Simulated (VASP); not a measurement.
# B (Fm-3m) in VASP: notebook

B is run at these levels: PBE; tasks: single point.

Program: VASP 6.6.1. These are calculated values, not measurements. Logs are shortened: lines on timing, memory, paths and dates and some standing lists are left out, and cuts for length are marked.

## (1) The cell of the first run

It takes space group Fm-3m (No. 225, cubic). The conventional cell has a = 3.305 Å, b = 3.305 Å, c = 3.305 Å, α = 90.00°, β = 90.00°, γ = 90.00°. Within 3.1 Å of B (site symmetry m-3m) lie 12 B at 2.34 Å.

This isn't the form of B at room conditions, which is rhombohedral.

## (2) Single point, PBE (Sc replaced by B, lengths x 0.696, strained)

The input, INCAR:

```
SYSTEM = B
ALGO     = Normal         ! electronic algorithm
EDIFF    = 1E-6           ! SCF threshold, eV
ENCUT    = 500            ! plane-wave cutoff, eV
GGA      = PE             ! functional
GGA_COMPAT= .False.      
ISIF     = 2              ! what is computed and relaxed
ISMEAR   = 0              ! smearing method
LASPH    = .True.         ! aspherical terms in the spheres
LCHARG   = .False.        ! write CHGCAR
LREAL    = .False.        ! projectors in reciprocal space
LWAVE    = .False.        ! write WAVECAR
NBANDS   = 8              ! bands
NELM     = 120            ! most SCF steps
PREC     = Accurate       ! precision mode
SIGMA    = 0.1            ! smearing width, eV
```

The input, KPOINTS:

```
k-points
0
Gamma
  10 10 10
  0 0 0
```

The input, POSCAR:

```
B
1.0
    0.0000000000      1.6523701048      1.6523701048
    1.6523701048      0.0000000000      1.6523701048
    1.6523701048      1.6523701048      0.0000000000
B
1
Direct
    0.0000000000      0.0000000000      0.0000000000
```

Potentials or basis: VASP PAW PBE potentials, release 64 (B).

Command:

```bash
cat potpaw_PBE.64/B/POTCAR > POTCAR
mpirun -np 1 vasp_std > vasp.out
```

OUTCAR:

```text
SYSTEM = B
   EDIFF = 1E-6
   ENCUT = 500
   GGA = PE
   ISIF = 2
   ISMEAR = 0
   LASPH = .True.
   LREAL = .False.
   NELM = 120
   PREC = Accurate

 ion  position               nearest neighbor table
   1  0.000  0.000  0.000-

  LATTYP: Found a face centered cubic cell.
 ALAT       =     3.3047402096

  Lattice vectors:

 A1 = (   0.0000000000,   1.6523701048,   1.6523701048)
 A2 = (   1.6523701048,   0.0000000000,   1.6523701048)
 A3 = (   1.6523701048,   1.6523701048,   0.0000000000)

Analysis of symmetry for initial positions (statically):
=====================================================================
 Subroutine PRICEL returns:
 Original cell was already a primitive cell.

 Routine SETGRP: Setting up the symmetry group for a
 face centered cubic supercell.

 Subroutine GETGRP returns: Found 48 space group operations
 (whereof 48 operations were pure point group operations)
 out of a pool of 48 trial point group operations.

The static configuration has the point symmetry O_h .

Analysis of symmetry for dynamics (positions and initial velocities):
=====================================================================
 Subroutine PRICEL returns:
 Original cell was already a primitive cell.

 Routine SETGRP: Setting up the symmetry group for a
 face centered cubic supercell.

 Subroutine GETGRP returns: Found 48 space group operations
 (whereof 48 operations were pure point group operations)
 out of a pool of 48 trial point group operations.

The dynamic configuration has the point symmetry O_h .

 Subroutine INISYM returns: Found 48 space group operations
 (whereof 48 operations are pure point group operations),
 and found     1 'primitive' translations

----------------------------------------------------------------------------------------

                                     Primitive cell

  volume of cell :       9.0230

  direct lattice vectors                    reciprocal lattice vectors
     0.000000000  1.652370105  1.652370105    -0.302595646  0.302595646  0.302595646
     1.652370105  0.000000000  1.652370105     0.302595646 -0.302595646  0.302595646
     1.652370105  1.652370105  0.000000000     0.302595646  0.302595646 -0.302595646

  length of vectors
     2.336804212  2.336804212  2.336804212     0.524111034  0.524111034  0.524111034

  position of ions in fractional coordinates (direct lattice)
     0.000000000  0.000000000  0.000000000

  ion indices of the primitive-cell ions
   primitive index   ion index
                 1           1

----------------------------------------------------------------------------------------

 KPOINTS: k-points

Automatic generation of k-mesh.
 Grid dimensions read from file:
 generate k-points for:   10   10   10

 Generating k-lattice:

  Cartesian coordinates                     Fractional coordinates (reciprocal lattice)
    -0.030259565  0.030259565  0.030259565     0.100000000  0.000000000  0.000000000
     0.030259565 -0.030259565  0.030259565     0.000000000  0.100000000  0.000000000
     0.030259565  0.030259565 -0.030259565     0.000000000  0.000000000  0.100000000

  Length of vectors
     0.052411103  0.052411103  0.052411103

  Shift w.r.t. Gamma in fractional coordinates (k-lattice)
     0.000000000  0.000000000  0.000000000

 Subroutine IBZKPT returns following result:
 ===========================================

 Found     47 irreducible k-points:

 Following reciprocal coordinates:
            Coordinates               Weight
  0.000000  0.000000  0.000000      1.000000
  0.100000  0.000000  0.000000      8.000000
  0.200000  0.000000  0.000000      8.000000
  0.300000  0.000000  0.000000      8.000000
  0.400000  0.000000  0.000000      8.000000
  0.500000  0.000000  0.000000      4.000000
[... 16 lines left out ...]
  0.300000  0.300000  0.000000      6.000000
  0.400000  0.300000  0.000000     24.000000
 [... further k-points ...]
   k-points           NKPTS =     47   k-points in BZ     NKDIM =     47   number of bands    NBANDS=      8
   number of dos      NEDOS =    301   number of ions     NIONS =      1
   total plane-waves  NPLWV =   5832
   dimension x,y,z NGX =    18 NGY =   18 NGZ =   18
   dimension x,y,z NGXF=    36 NGYF=   36 NGZF=   36
   ions per type =               1
   NGX,Y,Z   is equivalent  to a cutoff of  12.81, 12.81, 12.81 a.u.
   NGXF,Y,Z  is equivalent  to a cutoff of  25.61, 25.61, 25.61 a.u.
 SYSTEM =  B
   PREC   = accura    normal or accurate (medium, high low for compatibility)
   ISTART =      0    job   : 0-new  1-cont  2-samecut
   ICHARG =      2    charge: 1-file 2-atom 10-const
   ISPIN  =      1    spin polarized calculation?
   LNONCOLLINEAR =      F non collinear calculations
   LSORBIT =      F    spin-orbit coupling
   LASPH  =      T    aspherical Exc in radial PAW
   ENCUT  =  500.0 eV  36.75 Ry    6.06 a.u.   4.26  4.26  4.26*2*pi/ulx,y,z
   NELM   =    120;   NELMIN=  2; NELMDL= -5     # of ELM steps
   EDIFF  = 0.1E-05   stopping-criterion for ELM
   LREAL  =      F    real-space projection
   EDIFFG = 0.1E-04   stopping-criterion for IOM
   NSW    =      0    number of steps for IOM
[... 5 lines left out ...]
   TEBEG  =    0.0;   TEEND  =   0.0 temperature during run
   PSTRESS=    0.0 pullay stress
   NELECT =       3.0000    total number of electrons
   NUPDOWN=      -1.0000    fix difference up-down
   EMIN   =  10.00;   EMAX   =-10.00  energy-range for DOS
   EFERMI =   0.00;   METHOD = LEGACY
   ISMEAR =     0;   SIGMA  =   0.10  broadening in eV -4-tet -1-fermi 0-gaus
   EFERMI_NEDOS =   21; number of points for ismear=-14 and -15
   IALGO  =     38    algorithm
   IMIX   =      4    mixing-type and parameters
     AMIX     =   0.40;   BMIX     =  1.00
     AMIX_MAG =   1.60;   BMIX_MAG =  1.00
  volume/ion in A,a.u.               =       9.02        60.89
  Fermi-wavevector in a.u.,A,eV,Ry     =   1.134135  2.143204 17.500646  1.286261
  Thomas-Fermi vector in A             =   2.270838
   LORBIT       =      0    0 simple, 1 ext, 2 COOP (PROOUT), +10 PAW based schemes
   GGA     = PE    functional components
   LHFCALC =     F    Hartree Fock is set to
   AEXX    =    0.0000 exact exchange contribution
   IVDW    =     0    specifies the selected vdW correction
   LEPSILON=     F    determine dielectric tensor
   LRPA    =     F    only Hartree local field effects (RPA)
 non-spin polarized calculation
 Gauss-broadening in eV      SIGMA  =   0.10
  energy-cutoff  :      500.00
  volume of cell :        9.02
 maximum number of plane-waves:       259
 NGX is ok and might be reduce to    18
   NGX =  9   NGY =  9   NGZ =  9

 number of electron       3.0000000 magnetization

 Free energy of the ion-electron system (eV)
  ---------------------------------------------------
  ext. energy  EPLUGINS =         0.00000000
  ---------------------------------------------------
  free energy    TOTEN  =        -4.63216790 eV

  energy without entropy =       -4.62702193  energy(sigma->0) =       -4.62959491

 E-fermi :   5.9058     XC(G=0): -11.3105

 val. band max:        5.8147732689   @ k =  -0.4000   0.4000   0.1000
 cond. band min:       5.9321101280   @ k =  -0.3000   0.2000   0.0000
 fundamental gap:      0.1173368591
 Fermi energy:         5.9058167180

 k-point     1 :       0.0000    0.0000    0.0000
  band No.  band energies     occupation
      1      -8.6877      2.00000
      2      16.6731      0.00000
      3      16.6731      0.00000
      4      16.6731      0.00000
      5      31.6706      0.00000
      6      31.6706      0.00000
      7      31.6706      0.00000
      8      34.9755      0.00000

 k-point     2 :       0.1000    0.0000    0.0000
  band No.  band energies     occupation
      1      -8.3413      2.00000
      2      15.3486      0.00000
      3      16.4253      0.00000
      4      16.4253      0.00000
      5      29.5659      0.00000
      6      32.2478      0.00000
      7      32.2478      0.00000
      8      36.5933      0.00000

 k-point     3 :       0.2000    0.0000    0.0000
  band No.  band energies     occupation
      1      -7.3038      2.00000
      2      11.9433      0.00000
      3      15.8609      0.00000
      4      15.8609      0.00000
      5      28.5597      0.00000
      6      32.6290      0.00000
      7      32.6290      0.00000
      8      34.6076      0.00000

 k-point     4 :       0.3000    0.0000    0.0000
  band No.  band energies     occupation
      1      -5.5825      2.00000
      2       7.7555      0.00000
      3      15.2883      0.00000
      4      15.2883      0.00000
      5      28.8921      0.00000
      6      31.2014      0.00000
      7      31.2014      0.00000
      8      32.8219      0.00000

 k-point     5 :       0.4000    0.0000    0.0000
  band No.  band energies     occupation
      1      -3.2064      2.00000
      2       3.6800      2.00000
      3      14.8988      0.00000
      4      14.8988      0.00000
      5      29.6566      0.00000
      6      29.8518      0.00000
      7      29.8518      0.00000
      8      31.6302      0.00000

 k-point     6 :       0.5000    0.0000    0.0000
  band No.  band energies     occupation
      1      -0.7871      2.00000
      2       0.6663      2.00000
      3      14.7642      0.00000
      4      14.7642      0.00000
      5      29.3611      0.00000
      6      29.3611      0.00000
      7      30.0826      0.00000
      8      31.1730      0.00000

 k-point     7 :       0.1000    0.1000    0.0000
  band No.  band energies     occupation
      1      -8.2261      2.00000
      2      15.7180      0.00000
      3      15.7180      0.00000
      4      16.2902      0.00000
      5      28.1309      0.00000
      6      33.1078      0.00000
      7      33.1078      0.00000
      8      34.1366      0.00000
[... 133 lines left out ...]
 k-point    20 :      -0.4000    0.2000    0.0000
  band No.  band energies     occupation
      1      -0.1150      2.00000
      2       2.3188      2.00000
      3      10.4781      0.00000
      4      13.4506      0.00000
      5      23.7593      0.00000
      6      31.8456      0.00000
      7      33.1104      0.00000
      8      36.0878      0.00000

 k-point    21 :      -0.3000    0.2000    0.0000
  band No.  band energies     occupation
      1      -2.8480      2.00000
      2       5.9321      0.71001
      3      10.0670      0.00000
      4      14.4768      0.00000
      5      25.2116      0.00000
      6      31.0450      0.00000
      7      32.7944      0.00000
      8      36.6298      0.00000

 k-point    22 :      -0.2000    0.2000    0.0000
  band No.  band energies     occupation
      1      -5.0086      2.00000
      2       9.6024      0.00000
      3      10.5099      0.00000
      4      15.5506      0.00000
      5      27.4102      0.00000
      6      29.4091      0.00000
      7      33.0228      0.00000
      8      36.0211      0.00000

 k-point    23 :       0.3000    0.3000    0.0000
  band No.  band energies     occupation
      1      -4.5706      2.00000
      2      11.9276      0.00000
      3      11.9276      0.00000
      4      12.1153      0.00000
      5      21.6868      0.00000
      6      22.6685      0.00000
      7      40.1214      0.00000
      8      40.1214      0.00000

 k-point    24 :       0.4000    0.3000    0.0000
  band No.  band energies     occupation
      1      -2.8907      2.00000
      2       9.5089      0.00000
      3      10.3656      0.00000
      4      11.4122      0.00000
      5      21.3627      0.00000
      6      22.8504      0.00000
      7      40.2952      0.00000
      8      40.5376      0.00000

 [... further k-points ...]

------------------------ aborting loop because EDIFF is reached ----------------------------------------

  FORCE on cell =-STRESS in cart. coord.  units (eV):
  Direction    XX          YY          ZZ          XY          YZ          ZX
  --------------------------------------------------------------------------------------
  -------------------------------------------------------------------------------------
  Total       -2.6568986     -2.6568986     -2.6568986     -0.0000000      0.0000000     -0.0000000
  in kB     -471.7735430   -471.7735430   -471.7735430     -0.0000000      0.0000000     -0.0000000
  external PRESSURE =    -471.7735430 kB  Pullay stress =       0.0000000 kB

 VOLUME and BASIS-vectors are now :
 -----------------------------------------------------------------------------
  energy-cutoff  :      500.00
  volume of cell :        9.02
      direct lattice vectors                 reciprocal lattice vectors
     0.000000000  1.652370105  1.652370105    -0.302595646  0.302595646  0.302595646
     1.652370105  0.000000000  1.652370105     0.302595646 -0.302595646  0.302595646
     1.652370105  1.652370105  0.000000000     0.302595646  0.302595646 -0.302595646

 POSITION                                       TOTAL-FORCE (eV/Angst)
 -----------------------------------------------------------------------------------
      0.00000      0.00000      0.00000         0.000000      0.000000      0.000000
 -----------------------------------------------------------------------------------
    total drift:                               -0.000000     -0.000000     -0.000000

  FREE ENERGIE OF THE ION-ELECTRON SYSTEM (eV)
  ---------------------------------------------------
  free  energy   TOTEN  =        -4.6321678952 eV

  energy  without entropy=       -4.6270219266  energy(sigma->0) =       -4.62959491
```

Wall time 2.1 s (1 thread of AMD EPYC 9R45 (Zen 5), shared host); peak memory 0.08 GiB.

What came out:

```yaml
Free_energy: -4.6322 eV
Pressure: -47.2 GPa
Band_gap_on_the_k_mesh: zero (an odd number of electrons rules out a gap without spin polarisation)
```

Levels at points of the mesh, in eV from the Fermi level:
```csv
k point,band 1,band 2,band 3,band 4,band 5,band 6
"(0.00, 0.00, 0.00)",-14.59,10.77,10.77,10.77,25.76,25.76
"(0.50, 0.00, 0.00)",-6.69,-5.24,8.86,8.86,23.46,23.46
"(0.50, 0.50, 0.00)",-4.79,-1.24,4.38,4.38,13.60,14.32
```

Caveat: the cell differs from its parent crystal (Sc replaced by B, lengths x 0.696, strained); the cell stands under tension.

(Part 1 of 2 ends here.)

The gap in the log of VASP goes by the Fermi energy; the results here count the filled bands.